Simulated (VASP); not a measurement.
Runs of VASP 6.6.1 on C. The cells are those of the table. 

```tsv
cell	gap on the mesh (eV)	pressure (GPa)	largest force (eV/Å)
a = 3.650, b = 2.465, c = 12.195 Å, angles 106.6, 71.6, 90.0°, 10 atoms	none	-5.5	2.99
a = 3.650, b = 2.465, c = 11.351 Å, angles 100.4, 81.2, 90.0°, 10 atoms	none	-2.4	2.52
a = 3.650, b = 2.465, c = 11.207 Å, angles 98.4, 84.3, 90.0°, 10 atoms	none	-4.1	2.97
a = 3.650, b = 2.465, c = 12.044 Å, angles 105.8, 72.8, 90.0°, 10 atoms	none	(a)	2.71
```

Alike in all rows: task single point; level PBE+D3(BJ); potentials or basis VASP PAW PBE potentials, release 64 (C); no spin polarisation; k mesh 7 × 11 × 3; cutoff (eV) 520; smearing gaussian 0.05 eV.

Question: Fill in the values left out.

Answer: (a) -4.7.

Caveats: forces of over 1 eV/Å act on the atoms, so gaps and moduli don't describe the material at rest; the stress differs along the axes, from -12 to -2 GPa (at least some runs); the stress differs along the axes, from -8 to -0 GPa (at least some runs); the stress differs along the axes, from -9 to -2 GPa (at least some runs).

A gap of «none» marks levels without a gap at the run's occupations.
